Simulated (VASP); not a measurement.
Runs of VASP 6.6.1 on Si. The structure is that of space group P6_3/mmc (No. 194), or close to it. The cells are those of the table. This isn't the form of Si at room conditions, which is diamond.

```csv
cell,gap on the mesh (eV),pressure (GPa),largest force (eV/Å)
"a = 3.650, b = 3.650, c = 6.792 Å, angles 90.0, 90.0, 120.0°, 4 atoms",(b),2.1,0.91
"a = 3.650, b = 3.650, c = 6.541 Å, angles 90.0, 90.0, 120.0°, 4 atoms",0.35,5.4,0.87
"a = 3.650, b = 3.650, c = 5.786 Å, angles 90.0, 90.0, 120.0°, 4 atoms",none,22.9,0.87
"a = 3.498, b = 3.498, c = 6.038 Å, angles 90.0, 90.0, 120.0°, 4 atoms",none,31.1,1.08
"a = 3.498, b = 3.498, c = 6.289 Å, angles 90.0, 90.0, 120.0°, 4 atoms",none,23.9,1.59
"a = 3.498, b = 3.498, c = 6.792 Å, angles 90.0, 90.0, 120.0°, 4 atoms",none,14.0,1.79
"a = 3.650, b = 3.650, c = 6.289 Å, angles 90.0, 90.0, 120.0°, 4 atoms",(a),9.7,0.61
"a = 3.802, b = 3.802, c = 6.038 Å, angles 90.0, 90.0, 120.0°, 4 atoms",none,4.7,0.58
```

Alike in all rows: task single point; level LDA; potentials or basis VASP PAW LDA potentials, release 64 (Si); no spin polarisation; k mesh 12 × 12 × 6; cutoff (eV) 520; smearing gaussian 0.03 eV.

**Question.** Estimate the missing entries.

**Answer.** (a) 0.25; (b) 0.19.

Caveats: semilocal functionals underestimate gaps, and a narrow one can read as zero; forces of over 1 eV/Å act on the atoms, so gaps and moduli don't describe the material at rest (at least some runs); the stress differs along the axes, from -13 to 10 GPa (at least some runs); the stress differs along the axes, from -7 to 12 GPa (at least some runs); the stress differs along the axes, from 17 to 34 GPa (at least some runs); the stress differs along the axes, from 21 to 36 GPa (at least some runs); the stress differs along the axes, from 6 to 33 GPa (at least some runs).

A k mesh can miss the band edges.

A gap of «none» marks levels without a gap at the run's occupations.
